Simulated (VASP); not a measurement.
# Zr (Im-3m) in VASP: single point with LDA

Aim: the single point of Zr with LDA.

Program: VASP 6.6.1. These are calculated values, not measurements. Logs are shortened: lines on timing, memory, paths and dates and some standing lists are left out, and cuts for length are marked.

## 1. The cell of the first run

The structure is cubic, space group Im-3m (No. 229). The conventional cell has a = 3.668 Å, b = 3.668 Å, c = 3.668 Å, α = 90.00°, β = 90.00°, γ = 90.00°. Zr (site symmetry m-3m) has 14 Zr at 3.18 to 3.67 Å within 4.2 Å.

## 2. Single point, LDA (volume scaled by 1.04)

Input file INCAR:

```
SYSTEM = Zr
PREC = Accurate
ENCUT = 520
EDIFF = 1E-7
ISMEAR = -1
SIGMA = 0.03
LREAL = .FALSE.
LASPH = .TRUE.
NELM = 60
ALGO = Normal
ISIF = 2
LWAVE = .FALSE.
LCHARG = .TRUE.
GGA = CA
LELF = .TRUE.
LVHAR = .TRUE.
NBANDS = 12
```

Input file KPOINTS:

```
regular mesh
0
G
  16 16 16
  0 0 0
```

Input file POSCAR:

```
Zr
1.0
   -1.8338185209      1.8338185209      1.8338185209
    1.8338185209     -1.8338185209      1.8338185209
    1.8338185209      1.8338185209     -1.8338185209
Zr
1
Direct
    0.0000000000      0.0000000000      0.0000000000
```

Potentials or basis: VASP PAW LDA potentials, release 64 (Zr_sv).

Run with:

```
> cat potpaw_LDA.64/Zr_sv/POTCAR > POTCAR
> mpirun -np 1 vasp_std > vasp.out
```

OUTCAR:

```text
SYSTEM = Zr
   PREC = Accurate
   ENCUT = 520
   EDIFF = 1E-7
   ISMEAR = -1
   LREAL = .FALSE.
   LASPH = .TRUE.
   NELM = 60
   ISIF = 2
   GGA = CA

 ion  position               nearest neighbor table
   1  0.000  0.000  0.000-

  LATTYP: Found a body centered cubic cell.
 ALAT       =     3.6676370418

  Lattice vectors:

 A1 = (  -1.8338185209,   1.8338185209,   1.8338185209)
 A2 = (   1.8338185209,  -1.8338185209,   1.8338185209)
 A3 = (   1.8338185209,   1.8338185209,  -1.8338185209)

Analysis of symmetry for initial positions (statically):
=====================================================================
 Subroutine PRICEL returns:
 Original cell was already a primitive cell.

 Routine SETGRP: Setting up the symmetry group for a
 body centered cubic supercell.

 Subroutine GETGRP returns: Found 48 space group operations
 (whereof 48 operations were pure point group operations)
 out of a pool of 48 trial point group operations.

The static configuration has the point symmetry O_h .

Analysis of symmetry for dynamics (positions and initial velocities):
=====================================================================
 Subroutine PRICEL returns:
 Original cell was already a primitive cell.

 Routine SETGRP: Setting up the symmetry group for a
 body centered cubic supercell.

 Subroutine GETGRP returns: Found 48 space group operations
 (whereof 48 operations were pure point group operations)
 out of a pool of 48 trial point group operations.

The dynamic configuration has the point symmetry O_h .

 Subroutine INISYM returns: Found 48 space group operations
 (whereof 48 operations are pure point group operations),
 and found     1 'primitive' translations

----------------------------------------------------------------------------------------

                                     Primitive cell

  volume of cell :      24.6677

  direct lattice vectors                    reciprocal lattice vectors
    -1.833818521  1.833818521  1.833818521     0.000000000  0.272655115  0.272655115
     1.833818521 -1.833818521  1.833818521     0.272655115  0.000000000  0.272655115
     1.833818521  1.833818521 -1.833818521     0.272655115  0.272655115  0.000000000

  length of vectors
     3.176266850  3.176266850  3.176266850     0.385592562  0.385592562  0.385592562

  position of ions in fractional coordinates (direct lattice)
     0.000000000  0.000000000  0.000000000

  ion indices of the primitive-cell ions
   primitive index   ion index
                 1           1

----------------------------------------------------------------------------------------

 KPOINTS: regular mesh

Automatic generation of k-mesh.
 Grid dimensions read from file:
 generate k-points for:   16   16   16

 Generating k-lattice:

  Cartesian coordinates                     Fractional coordinates (reciprocal lattice)
     0.000000000  0.017040945  0.017040945     0.062500000  0.000000000  0.000000000
     0.017040945  0.000000000  0.017040945     0.000000000  0.062500000  0.000000000
     0.017040945  0.017040945  0.000000000     0.000000000  0.000000000  0.062500000

  Length of vectors
     0.024099535  0.024099535  0.024099535

  Shift w.r.t. Gamma in fractional coordinates (k-lattice)
     0.000000000  0.000000000  0.000000000

 Subroutine IBZKPT returns following result:
 ===========================================

 Found    145 irreducible k-points:

 Following reciprocal coordinates:
            Coordinates               Weight
  0.000000  0.000000  0.000000      1.000000
  0.062500  0.000000  0.000000     12.000000
  0.125000  0.000000  0.000000     12.000000
  0.187500  0.000000  0.000000     12.000000
  0.250000  0.000000  0.000000     12.000000
  0.312500  0.000000  0.000000     12.000000
[... 16 lines left out ...]
  0.187500  0.187500  0.000000     24.000000
  0.250000  0.187500  0.000000     48.000000
 [... further k-points ...]
   k-points           NKPTS =    145   k-points in BZ     NKDIM =    145   number of bands    NBANDS=     12
   number of dos      NEDOS =    301   number of ions     NIONS =      1
   total plane-waves  NPLWV =  13824
   dimension x,y,z NGX =    24 NGY =   24 NGZ =   24
   dimension x,y,z NGXF=    48 NGYF=   48 NGZF=   48
   ions per type =               1
   NGX,Y,Z   is equivalent  to a cutoff of  12.56, 12.56, 12.56 a.u.
   NGXF,Y,Z  is equivalent  to a cutoff of  25.12, 25.12, 25.12 a.u.
 SYSTEM =  Zr
   PREC   = accura    normal or accurate (medium, high low for compatibility)
   ISTART =      0    job   : 0-new  1-cont  2-samecut
   ICHARG =      2    charge: 1-file 2-atom 10-const
   ISPIN  =      1    spin polarized calculation?
   LNONCOLLINEAR =      F non collinear calculations
   LSORBIT =      F    spin-orbit coupling
   LASPH  =      T    aspherical Exc in radial PAW
   ENCUT  =  520.0 eV  38.22 Ry    6.18 a.u.   5.91  5.91  5.91*2*pi/ulx,y,z
   NELM   =     60;   NELMIN=  2; NELMDL= -5     # of ELM steps
   EDIFF  = 0.1E-06   stopping-criterion for ELM
   LREAL  =      F    real-space projection
   EDIFFG = 0.1E-05   stopping-criterion for IOM
   NSW    =      0    number of steps for IOM
   IBRION =     -1    ionic relax: 0-MD 1-quasi-New 2-CG
   NFREE  =      0    steps in history (QN), initial steepest desc. (CG)
   ISIF   =      2    stress and relaxation
   ISYM   =      2    0-nonsym 1-usesym 2-fastsym
   POTIM  = 0.5000    time-step for ionic-motion
   TEBEG  =    0.0;   TEEND  =   0.0 temperature during run
   PSTRESS=    0.0 pullay stress
   NELECT =      12.0000    total number of electrons
   NUPDOWN=      -1.0000    fix difference up-down
   EMIN   =  10.00;   EMAX   =-10.00  energy-range for DOS
   EFERMI =   0.00;   METHOD = LEGACY
   ISMEAR =    -1;   SIGMA  =   0.03  broadening in eV -4-tet -1-fermi 0-gaus
   EFERMI_NEDOS =   21; number of points for ismear=-14 and -15
   IALGO  =     38    algorithm
   IMIX   =      4    mixing-type and parameters
     AMIX     =   0.40;   BMIX     =  1.00
     AMIX_MAG =   1.60;   BMIX_MAG =  1.00
  volume/ion in A,a.u.               =      24.67       166.47
  Fermi-wavevector in a.u.,A,eV,Ry     =   1.287535  2.433088 22.554993  1.657745
  Thomas-Fermi vector in A             =   2.419543
   LORBIT       =      0    0 simple, 1 ext, 2 COOP (PROOUT), +10 PAW based schemes
   GGA     = CA    functional components
   LHFCALC =     F    Hartree Fock is set to
   AEXX    =    0.0000 exact exchange contribution
   IVDW    =     0    specifies the selected vdW correction
   LEPSILON=     F    determine dielectric tensor
   LRPA    =     F    only Hartree local field effects (RPA)
 non-spin polarized calculation
  energy-cutoff  :      520.00
  volume of cell :       24.67
 maximum number of plane-waves:       682
   NGX = 11   NGY = 11   NGZ = 11

 number of electron      12.0000000 magnetization

 Free energy of the ion-electron system (eV)
  ---------------------------------------------------
  ext. energy  EPLUGINS =         0.00000000
  ---------------------------------------------------
  free energy    TOTEN  =        -9.10397840 eV

  energy without entropy =       -9.09751585  energy(sigma->0) =       -9.10074712

 E-fermi :   7.8940     XC(G=0): -11.0297

 val. band max:        7.8897530005   @ k =  -0.4375  -0.4375   0.1250
 cond. band min:       7.8946049313   @ k =   0.1875   0.0625   0.0625
 fundamental gap:      0.0048519308
 Fermi energy:         7.8939585490

 k-point     1 :       0.0000    0.0000    0.0000
  band No.  band energies     occupation
      1     -40.4518      2.00000
      2     -18.1747      2.00000
      3     -18.1747      2.00000
      4     -18.1747      2.00000
      5       2.6441      2.00000
      6       8.9331      0.00000
      7       8.9331      0.00000
      8       8.9331      0.00000
      9      11.2659      0.00000
     10      11.2659      0.00000
     11      20.1289      0.00000
     12      20.1289      0.00000

 k-point     2 :       0.0625    0.0000    0.0000
  band No.  band energies     occupation
      1     -40.4472      2.00000
      2     -18.2077      2.00000
      3     -18.1849      2.00000
      4     -18.1748      2.00000
      5       2.7697      2.00000
      6       8.8519      0.00000
      7       8.9082      0.00000
      8       9.0532      0.00000
      9      11.1414      0.00000
     10      11.2659      0.00000
     11      20.2347      0.00000
     12      20.3539      0.00000

 k-point     3 :       0.1250    0.0000    0.0000
  band No.  band energies     occupation
      1     -40.4341      2.00000
      2     -18.3008      2.00000
      3     -18.2140      2.00000
      4     -18.1753      2.00000
      5       3.1308      2.00000
      6       8.6322      0.00000
      7       8.7992      0.00000
      8       9.4086      0.00000
      9      10.9000      0.00000
     10      11.2738      0.00000
     11      20.4686      0.00000
     12      21.0022      0.00000
[... 286 lines left out ...]
 k-point    23 :       0.1875    0.1875    0.0000
  band No.  band energies     occupation
      1     -40.3624      2.00000
      2     -18.7321      2.00000
      3     -18.3700      2.00000
      4     -18.2336      2.00000
      5       5.2242      2.00000
      6       7.6481      1.99945
      7       7.9193      0.60151
      8      10.6205      0.00000
      9      11.7700      0.00000
     10      12.1339      0.00000
     11      19.3899      0.00000
     12      20.7658      0.00000

 k-point    24 :       0.2500    0.1875    0.0000
  band No.  band energies     occupation
      1     -40.3440      2.00000
      2     -18.8138      2.00000
      3     -18.4381      2.00000
      4     -18.2443      2.00000
      5       5.7250      2.00000
      6       7.4415      2.00000
      7       7.9014      0.87693
      8      10.7928      0.00000
      9      11.8388      0.00000
     10      13.1402      0.00000
     11      18.3601      0.00000
     12      20.0123      0.00000

 [... further k-points ...]
[... 5 lines left out ...]
  --------------------------------------------------------------------------------------
  -------------------------------------------------------------------------------------
  Total       -1.8335664     -1.8335664     -1.8335664      0.0000000     -0.0000000      0.0000000
  in kB     -119.0907900   -119.0907900   -119.0907900      0.0000000     -0.0000000      0.0000000
  external PRESSURE =    -119.0907900 kB  Pullay stress =       0.0000000 kB

 VOLUME and BASIS-vectors are now :
 -----------------------------------------------------------------------------
  energy-cutoff  :      520.00
  volume of cell :       24.67
      direct lattice vectors                 reciprocal lattice vectors
    -1.833818521  1.833818521  1.833818521     0.000000000  0.272655115  0.272655115
     1.833818521 -1.833818521  1.833818521     0.272655115  0.000000000  0.272655115
     1.833818521  1.833818521 -1.833818521     0.272655115  0.272655115  0.000000000

 POSITION                                       TOTAL-FORCE (eV/Angst)
 -----------------------------------------------------------------------------------
      0.00000      0.00000      0.00000         0.000000     -0.000000      0.000000
 -----------------------------------------------------------------------------------
    total drift:                                0.000000      0.000000     -0.000000

  FREE ENERGIE OF THE ION-ELECTRON SYSTEM (eV)
  ---------------------------------------------------
  free  energy   TOTEN  =        -9.1039783975 eV

  energy  without entropy=       -9.0975158488  energy(sigma->0) =       -9.10074712
```

Run time: 13 s. Hardware: 1 thread of Intel Xeon Platinum 8488C (Sapphire Rapids), shared host; peak memory 0.15 GiB.

Results:

| Quantity | Value |
| --- | --- |
| Free energy | -9.1040 eV |
| Pressure | -11.9 GPa |
| Band gap on the k mesh | zero (band 6 reaches 8.93 eV, above the bottom of band 7 at 7.21 eV) |
